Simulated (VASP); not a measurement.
# Si in VASP: further runs

Si is run at these levels: PBE; tasks: single point.

Everything below comes from runs of VASP 6.6.1. Logs are shortened: lines on timing, memory, paths and dates and some standing lists are left out, and cuts for length are marked.

### 1 The cell of the first run

Symmetry: Cmcm, No. 63, orthorhombic system. Conventional cell: a = 9.463 Å, b = 3.861 Å, c = 9.463 Å, α = 90.00°, β = 90.00°, γ = 90.00°. Within 3.1 Å of Si (site symmetry m) lie 4 Si at 2.32 to 2.40 Å. Si (site symmetry m) has 4 Si at 2.36 to 2.40 Å within 3.1 Å.

### 2 Single point, PBE (atoms displaced along a vibrational mode)

The input, INCAR:

```
  ALGO = Normal
  EDIFF = 1E-7
  ENCUT = 520
  GGA = PE
  ISIF = 2
  ISMEAR = 0
  LASPH = True
  LCHARG = True
  LELF = True
  LREAL = False
  LVHAR = True
  LWAVE = False
  NBANDS = 26
  NELM = 60
  PREC = Accurate
  SIGMA = 0.05
```

The input, KPOINTS:

```
k-points
0
Gamma
  10 10 4
```

The input, POSCAR:

```
Si
1.0
    0.0000000000      0.0000000000      3.8608359371
    3.3455832253     -3.3455832253     -1.9304179686
    6.6911664507      6.6911664507      0.0000000000
Si
8
Direct
   -0.0060309251      0.0000000000      0.1786105076
    0.5060309251      0.0000000000      0.6786105076
    0.5060309251      0.0000000000      0.3213894924
   -0.0060309251      0.0000000000      0.8213894924
    0.7551862130      0.6427789847      0.0000000000
    0.3875927717      0.6427789847      0.5000000000
    0.1124072283      0.3572210153      0.0000000000
    0.7448137870      0.3572210153      0.5000000000
```

Potentials or basis: VASP PAW PBE potentials, release 64 (Si).

Command:

```sh
> cat potpaw_PBE.64/Si/POTCAR > POTCAR
> mpirun -np 1 vasp_std > vasp.out
```

OUTCAR:

```text
EDIFF = 1E-7
   ENCUT = 520
   GGA = PE
   ISIF = 2
   ISMEAR = 0
   LASPH = True
   LREAL = False
   NELM = 60
   PREC = Accurate

 ion  position               nearest neighbor table
   1  0.994  0.000  0.179-   3 2.32   3 2.39   5 2.40   7 2.40
   2  0.506  0.000  0.679-   4 2.32   4 2.39   8 2.40   6 2.40
   3  0.506  0.000  0.321-   1 2.32   1 2.39   8 2.40   6 2.40
   4  0.994  0.000  0.821-   2 2.32   2 2.39   5 2.40   7 2.40
   5  0.755  0.643  0.000-   7 2.36   7 2.36   1 2.40   4 2.40
   6  0.388  0.643  0.500-   8 2.36   8 2.36   2 2.40   3 2.40
   7  0.112  0.357  0.000-   5 2.36   5 2.36   4 2.40   1 2.40
   8  0.745  0.357  0.500-   6 2.36   6 2.36   3 2.40   2 2.40

  LATTYP: Found a base centered orthorhombic cell.
 ALAT       =     3.8608359371
 B/A-ratio  =     2.4509558284
 C/A-ratio  =     2.4509558284

  Lattice vectors:

 A1 = (  -3.3455832253,   3.3455832253,   1.9304179686)
 A2 = (   3.3455832253,  -3.3455832253,   1.9304179685)
 A3 = (   6.6911664507,   6.6911664507,   0.0000000000)

Analysis of symmetry for initial positions (statically):
=====================================================================
 Subroutine PRICEL returns:
 Original cell was already a primitive cell.

 Routine SETGRP: Setting up the symmetry group for a
 base centered orthorhombic supercell.

 Subroutine GETGRP returns: Found  8 space group operations
 (whereof  4 operations were pure point group operations)
 out of a pool of  8 trial point group operations.

The static configuration has the point symmetry C_2v.
 The point group associated with its full space group is D_2h.

Analysis of symmetry for dynamics (positions and initial velocities):
=====================================================================
 Subroutine PRICEL returns:
 Original cell was already a primitive cell.

 Routine SETGRP: Setting up the symmetry group for a
 base centered orthorhombic supercell.

 Subroutine GETGRP returns: Found  8 space group operations
 (whereof  4 operations were pure point group operations)
 out of a pool of  8 trial point group operations.

The dynamic configuration has the point symmetry C_2v.
 The point group associated with its full space group is D_2h.

 Subroutine INISYM returns: Found  8 space group operations
 (whereof  4 operations are pure point group operations),
 and found     1 'primitive' translations

----------------------------------------------------------------------------------------

                                     Primitive cell

  volume of cell :     172.8562

  direct lattice vectors                    reciprocal lattice vectors
     0.000000000  0.000000000  3.860835937     0.074725387 -0.074725387  0.259011265
     3.345583225 -3.345583225 -1.930417969     0.149450773 -0.149450773  0.000000000
     6.691166451  6.691166451  0.000000000     0.074725387  0.074725387  0.000000000

  length of vectors
     3.860835937  5.110026200  9.462738343     0.279740241  0.211355310  0.105677655

  position of ions in fractional coordinates (direct lattice)
     0.993969075  0.000000000  0.178610508
     0.506030925  0.000000000  0.678610508
     0.506030925  0.000000000  0.321389492
     0.993969075  0.000000000  0.821389492
     0.755186213  0.642778985  0.000000000
     0.387592772  0.642778985  0.500000000
     0.112407228  0.357221015  0.000000000
     0.744813787  0.357221015  0.500000000

  ion indices of the primitive-cell ions
   primitive index   ion index
                 1           1
                 2           2
                 3           3
                 4           4
                 5           5
                 6           6
                 7           7
                 8           8

----------------------------------------------------------------------------------------

 KPOINTS: k-points

Automatic generation of k-mesh.
 Grid dimensions read from file:
 generate k-points for:   10   10    4

 Generating k-lattice:

  Cartesian coordinates                     Fractional coordinates (reciprocal lattice)
     0.007472539 -0.007472539  0.025901126     0.100000000 -0.000000000  0.000000000
     0.014945077 -0.014945077  0.000000000     0.000000000  0.100000000  0.000000000
     0.018681347  0.018681347  0.000000000     0.000000000  0.000000000  0.250000000

  Length of vectors
     0.027974024  0.021135531  0.026419414

  Shift w.r.t. Gamma in fractional coordinates (k-lattice)
     0.000000000  0.000000000  0.000000000

 Subroutine IBZKPT returns following result:
 ===========================================

 Found     93 irreducible k-points:

 Following reciprocal coordinates:
            Coordinates               Weight
  0.000000  0.000000  0.000000      1.000000
  0.100000  0.000000  0.000000      4.000000
  0.200000  0.000000  0.000000      4.000000
  0.300000  0.000000  0.000000      4.000000
  0.400000  0.000000  0.000000      4.000000
  0.500000  0.000000  0.000000      2.000000
[... 16 lines left out ...]
  0.000000  0.300000  0.000000      2.000000
  0.100000  0.300000  0.000000      4.000000
 [... further k-points ...]
   k-points           NKPTS =     93   k-points in BZ     NKDIM =     93   number of bands    NBANDS=     26
   number of dos      NEDOS =    301   number of ions     NIONS =      8
   total plane-waves  NPLWV =  84000
   dimension x,y,z NGX =    30 NGY =   40 NGZ =   70
   dimension x,y,z NGXF=    60 NGYF=   80 NGZF=  140
   ions per type =               8
   NGX,Y,Z   is equivalent  to a cutoff of  12.92, 13.01, 12.30 a.u.
   NGXF,Y,Z  is equivalent  to a cutoff of  25.84, 26.03, 24.60 a.u.
 SYSTEM =  unknown system
   PREC   = accura    normal or accurate (medium, high low for compatibility)
   ISTART =      0    job   : 0-new  1-cont  2-samecut
   ICHARG =      2    charge: 1-file 2-atom 10-const
   ISPIN  =      1    spin polarized calculation?
   LNONCOLLINEAR =      F non collinear calculations
   LSORBIT =      F    spin-orbit coupling
   LASPH  =      T    aspherical Exc in radial PAW
   ENCUT  =  520.0 eV  38.22 Ry    6.18 a.u.   7.18  9.50 17.59*2*pi/ulx,y,z
   NELM   =     60;   NELMIN=  2; NELMDL= -5     # of ELM steps
   EDIFF  = 0.1E-06   stopping-criterion for ELM
   LREAL  =      F    real-space projection
   EDIFFG = 0.1E-05   stopping-criterion for IOM
   NSW    =      0    number of steps for IOM
   IBRION =     -1    ionic relax: 0-MD 1-quasi-New 2-CG
   NFREE  =      0    steps in history (QN), initial steepest desc. (CG)
   ISIF   =      2    stress and relaxation
   ISYM   =      2    0-nonsym 1-usesym 2-fastsym
   POTIM  = 0.5000    time-step for ionic-motion
   TEBEG  =    0.0;   TEEND  =   0.0 temperature during run
   PSTRESS=    0.0 pullay stress
   NELECT =      32.0000    total number of electrons
   NUPDOWN=      -1.0000    fix difference up-down
   EMIN   =  10.00;   EMAX   =-10.00  energy-range for DOS
   EFERMI =   0.00;   METHOD = LEGACY
   ISMEAR =     0;   SIGMA  =   0.05  broadening in eV -4-tet -1-fermi 0-gaus
   EFERMI_NEDOS =   21; number of points for ismear=-14 and -15
   IALGO  =     38    algorithm
   IMIX   =      4    mixing-type and parameters
     AMIX     =   0.40;   BMIX     =  1.00
     AMIX_MAG =   1.60;   BMIX_MAG =  1.00
  volume/ion in A,a.u.               =      21.61       145.81
  Fermi-wavevector in a.u.,A,eV,Ry     =   0.933032  1.763175 11.844531  0.870548
  Thomas-Fermi vector in A             =   2.059691
   LORBIT       =      0    0 simple, 1 ext, 2 COOP (PROOUT), +10 PAW based schemes
   GGA     = PE    functional components
   LHFCALC =     F    Hartree Fock is set to
   AEXX    =    0.0000 exact exchange contribution
   IVDW    =     0    specifies the selected vdW correction
   LEPSILON=     F    determine dielectric tensor
   LRPA    =     F    only Hartree local field effects (RPA)
 non-spin polarized calculation
 Gauss-broadening in eV      SIGMA  =   0.05
  energy-cutoff  :      520.00
  volume of cell :      172.86
 maximum number of plane-waves:      4690
 NGX is ok and might be reduce to    30
   NGX = 15   NGY = 19   NGZ = 35

 number of electron      32.0000001 magnetization

 Free energy of the ion-electron system (eV)
  ---------------------------------------------------
  ext. energy  EPLUGINS =         0.00000000
  ---------------------------------------------------
  free energy    TOTEN  =       -42.37079894 eV

  energy without entropy =      -42.37057789  energy(sigma->0) =      -42.37068842

 E-fermi :   5.3847     XC(G=0):  -9.0327

 val. band max:        5.3768107732   @ k =   0.0000   0.5000   0.0000
 cond. band min:       5.4104297050   @ k =  -0.4000   0.2000   0.0000
 fundamental gap:      0.0336189319
 Fermi energy:         5.3847464840

 k-point     1 :       0.0000    0.0000    0.0000
  band No.  band energies     occupation
      1      -6.6336      2.00000
      2      -5.6363      2.00000
      3      -4.7340      2.00000
      4      -2.5065      2.00000
      5      -0.2153      2.00000
      6      -0.2050      2.00000
[... 18 lines left out ...]
     25       8.4875      0.00000
     26       9.2525      0.00000

 k-point     2 :       0.1000    0.0000    0.0000
  band No.  band energies     occupation
      1      -6.5376      2.00000
      2      -5.5487      2.00000
      3      -4.6385      2.00000
      4      -2.4733      2.00000
      5      -0.3871      2.00000
      6      -0.2202      2.00000
[... 18 lines left out ...]
     25       8.5593      0.00000
     26       9.0021      0.00000

 k-point     3 :       0.2000    0.0000    0.0000
  band No.  band energies     occupation
      1      -6.2544      2.00000
      2      -5.2957      2.00000
      3      -4.3540      2.00000
      4      -2.3759      2.00000
      5      -1.0084      2.00000
      6      -0.3206      2.00000
[... 18 lines left out ...]
     25       9.7475      0.00000
     26       9.7505      0.00000

 k-point     4 :       0.3000    0.0000    0.0000
  band No.  band energies     occupation
      1      -5.8016      2.00000
      2      -4.9194      2.00000
      3      -3.8876      2.00000
      4      -2.2472      2.00000
      5      -1.7437      2.00000
      6      -0.7503      2.00000
[... 18 lines left out ...]
     25      10.2724      0.00000
     26      10.4682      0.00000

 k-point     5 :       0.4000    0.0000    0.0000
  band No.  band energies     occupation
      1      -5.2314      2.00000
      2      -4.5690      2.00000
      3      -3.2563      2.00000
      4      -2.4388      2.00000
      5      -2.2457      2.00000
      6      -1.5526      2.00000
[... 18 lines left out ...]
     25       9.8151      0.00000
     26      10.1201      0.00000

 k-point     6 :       0.5000    0.0000    0.0000
  band No.  band energies     occupation
      1      -4.7902      2.00000
      2      -4.5631      2.00000
      3      -2.6343      2.00000
      4      -2.6044      2.00000
      5      -2.5074      2.00000
      6      -2.2632      2.00000
[... 427 lines left out ...]
 k-point    21 :       0.5000    0.2000    0.0000
  band No.  band energies     occupation
      1      -4.8372      2.00000
      2      -4.5137      2.00000
      3      -2.6558      2.00000
      4      -2.5720      2.00000
      5      -2.3604      2.00000
      6      -2.2326      2.00000
[... 18 lines left out ...]
     25      10.3262      0.00000
     26      10.5463      0.00000

 k-point    22 :      -0.4000    0.2000    0.0000
  band No.  band energies     occupation
      1      -5.4002      2.00000
      2      -4.7016      2.00000
      3      -3.3305      2.00000
      4      -1.6934      2.00000
      5      -1.5220      2.00000
      6      -1.4977      2.00000
[... 18 lines left out ...]
     25      10.6093      0.00000
     26      10.6378      0.00000

 k-point    23 :       0.0000    0.3000    0.0000
  band No.  band energies     occupation
      1      -6.1615      2.00000
      2      -5.1216      2.00000
      3      -4.5750      2.00000
      4      -3.8788      2.00000
      5      -2.6457      2.00000
      6      -0.0737      2.00000
[... 18 lines left out ...]
     25       9.3699      0.00000
     26       9.5871      0.00000

 k-point    24 :       0.1000    0.3000    0.0000
  band No.  band energies     occupation
      1      -5.9266      2.00000
      2      -4.8713      2.00000
      3      -4.4486      2.00000
      4      -4.0924      2.00000
      5      -2.9998      2.00000
      6      -0.0633      2.00000
[... 18 lines left out ...]
     25       9.5093      0.00000
     26       9.8657      0.00000

 [... further k-points ...]

------------------------ aborting loop because EDIFF is reached ----------------------------------------

  FORCE on cell =-STRESS in cart. coord.  units (eV):
  Direction    XX          YY          ZZ          XY          YZ          ZX
  --------------------------------------------------------------------------------------
  -------------------------------------------------------------------------------------
  Total       -0.4649081     -0.4649081     -0.4036812      0.1493433     -0.0000000      0.0000000
  in kB       -4.3091609     -4.3091609     -3.7416578      1.3842397     -0.0000000      0.0000000
  external PRESSURE =      -4.1199932 kB  Pullay stress =       0.0000000 kB

 VOLUME and BASIS-vectors are now :
 -----------------------------------------------------------------------------
  energy-cutoff  :      520.00
  volume of cell :      172.86
      direct lattice vectors                 reciprocal lattice vectors
     0.000000000  0.000000000  3.860835937     0.074725387 -0.074725387  0.259011265
     3.345583225 -3.345583225 -1.930417969     0.149450773 -0.149450773  0.000000000
     6.691166451  6.691166451  0.000000000     0.074725387  0.074725387  0.000000000

 POSITION                                       TOTAL-FORCE (eV/Angst)
 -----------------------------------------------------------------------------------
      1.19511      1.19511      3.83755        -0.094036     -0.094036      0.030513
      4.54070      4.54070      1.95370        -0.094036     -0.094036     -0.030513
      2.15047      2.15047      1.95370         0.094036      0.094036     -0.030513
      5.49605      5.49605      3.83755         0.094036      0.094036      0.030513
      2.15047     -2.15047      1.67482         0.071259     -0.071259      0.430402
      5.49605      1.19511      0.25560         0.071259     -0.071259     -0.430402
      1.19511     -1.19511     -0.25560        -0.071259      0.071259      0.430402
      4.54070      2.15047      2.18602        -0.071259      0.071259     -0.430402
 -----------------------------------------------------------------------------------
    total drift:                                0.000000      0.000000      0.000000

  FREE ENERGIE OF THE ION-ELECTRON SYSTEM (eV)
  ---------------------------------------------------
  free  energy   TOTEN  =       -42.3707989447 eV

  energy  without entropy=      -42.3705778904  energy(sigma->0) =      -42.37068842
```

It took 6.6 min on 1 thread of Intel Xeon Platinum 8488C (Sapphire Rapids), shared host; peak memory 0.45 GiB.

What came out:

| Property | Result |
| --- | --- |
| Free energy | -42.3708 eV |
| Pressure | -0.4 GPa |
| Largest force | 0.442 eV/Å |
| Band gap on the k mesh | 0.03 eV (least direct gap 0.43 eV) |

Forces in eV/Å, atoms in the order of the input:
```
Si  -0.094 -0.094  0.031
Si  -0.094 -0.094 -0.031
Si   0.094  0.094 -0.031
Si   0.094  0.094  0.031
Si   0.071 -0.071  0.430
Si   0.071 -0.071 -0.430
Si  -0.071  0.071  0.430
Si  -0.071  0.071 -0.430
```

Caveat: the cell differs from its parent crystal (atoms displaced along a vibrational mode). A k mesh can miss the band edges.

### 3 Single point, PBE (atoms displaced along several vibrational modes)

The input, INCAR:

```
SYSTEM = Si
PREC = Accurate
ENCUT = 520
EDIFF = 1E-7
ISMEAR = 0
SIGMA = 0.05
LREAL = .False.
LASPH = .True.
NELM = 80
ALGO = Normal
ISIF = 2
LWAVE = .False.
LCHARG = .False.
GGA = PE
NBANDS = 26
```

The input, KPOINTS:

```
Automatic mesh
0
Gamma
  10 10 4
  0 0 0
```

The input, POSCAR:

```
Si
1.0
    0.0000000000      0.0000000000      3.8608359371
    3.3455832253     -3.3455832253     -1.9304179686
    6.6911664507      6.6911664507      0.0000000000
Si
8
Direct
   -0.0175410048      0.0000000000      0.1786105076
    0.4905002287      0.0000000000      0.6786105076
    0.4905002287      0.0000000000      0.3213894924
   -0.0175410048      0.0000000000      0.8213894924
    0.7907743608      0.6427789847      0.0000000000
    0.3790453999      0.6427789847      0.5000000000
    0.1479953761      0.3572210153      0.0000000000
    0.7362664152      0.3572210153      0.5000000000
```

Potentials or basis: VASP PAW PBE potentials, release 64 (Si).

Command:

```sh
> cat potpaw_PBE.64/Si/POTCAR > POTCAR
> mpirun -np 1 vasp_std > vasp.out
```

Wall time 3.5 min (1 thread of Intel Xeon 6975P-C (Granite Rapids), shared host); peak memory 0.45 GiB.

The run converged. Its results:

| Item | Value |
| --- | --- |
| Free energy | -42.4673 eV |
| Pressure | -0.3 GPa |
| Largest force | 0.435 eV/Å |
| Band gap on the k mesh | 0.20 eV (least direct gap 0.48 eV) |

Forces on the atoms (eV/Å):
```
Si  -0.021 -0.021  0.144
Si  -0.092 -0.092  0.108
Si   0.092  0.092  0.108
Si   0.021  0.021  0.144
Si   0.003 -0.003  0.163
Si   0.091 -0.091 -0.415
Si  -0.003  0.003  0.163
Si  -0.091  0.091 -0.415
```

Stress tensor (GPa, compression positive):
```
-0.33  0.07  0.00
 0.07 -0.33  0.00
 0.00  0.00 -0.25
```

Levels at points of the mesh, in eV from the valence-band top:
```
           k point  band 12  band 13  band 14  band 15  band 16  band 17  band 18  band 19  band 20  band 21
(0.00, 0.00, 0.00)    -1.89    -1.62    -1.51    -1.48    -0.55     1.19     1.49     1.50     1.79     1.91
(0.50, 0.00, 0.00)    -2.48    -2.46    -2.42    -2.39    -2.10     1.27     1.61     1.80     2.17     2.20
(0.00, 0.50, 0.00)    -1.88    -1.63    -0.39    -0.02     0.00     0.48     1.62     1.87     1.94     2.82
(0.00, 0.00, 0.50)    -1.85    -1.77    -1.76    -1.57    -1.56     0.77     0.77     1.79     1.92     2.02
(0.50, 0.00, 0.50)    -3.44    -2.37    -2.33    -1.44    -1.43     0.81     0.82     2.17     2.22     3.04
(0.00, 0.50, 0.50)    -2.17    -0.91    -0.78    -0.59    -0.56     0.76     0.87     2.68     2.69     2.85
```

Caveat: the cell differs from its parent crystal (atoms displaced along several vibrational modes). A k mesh can miss the band edges.
